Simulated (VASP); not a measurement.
Here is a VASP 6.6.1 calculation.

File INCAR:

```
PREC     = Accurate       # precision mode
ENCUT    = 520            # plane-wave cutoff, eV
EDIFF    = 1E-6           # SCF threshold, eV
ISMEAR   = -1             # smearing method
SIGMA    = 0.1            # smearing width, eV
LREAL    = False          # projectors in reciprocal space
LASPH    = True           # aspherical terms in the spheres
NELM     = 100            # most SCF steps
ALGO     = Normal         # electronic algorithm
ISIF     = 2              # what is computed and relaxed
LWAVE    = False          # write WAVECAR
LCHARG   = False          # write CHGCAR
GGA      = RP             # functional
NBANDS   = 28             # bands
```

Contents of KPOINTS:

```
Automatic mesh
0
Gamma
  14 14 4
```

File POSCAR:

```
Pt
1.0
    2.8434800185      0.0000000000      0.0000000000
   -1.4217400092      2.4625259312      0.0000000000
    0.0000000000      0.0000000000      9.4994903638
Pt
4
Direct
    1.0000000000      1.0000000000      0.0000000000
    1.0000000000      0.0000000000      0.5000000000
    0.3333333333      0.6666666667      0.2500000000
    0.6666666667      0.3333333333      0.7500000000
```

Potentials or basis: VASP PAW PBE potentials, release 64 (Pt).

Launch:

```bash
$ cat potpaw_PBE.64/Pt/POTCAR > POTCAR
$ mpirun -np 1 vasp_std > vasp.out
```

Task: Estimate the band gap on the k mesh.

Result: Zero (band 20 reaches 9.89 eV, above the bottom of band 21 at 8.73 eV).

Task: What does it give for the pressure?

Result: -8.4 GPa.

Stress tensor (GPa, compression positive):
```
-8.48  0.00  0.00
 0.00 -8.48  0.00
 0.00  0.00 -8.16
```

Caveat: the PAW data sets were made with another functional, which shifts forces and pressure a little; spin-orbit coupling is left out, which moves the levels of the heavy elements.
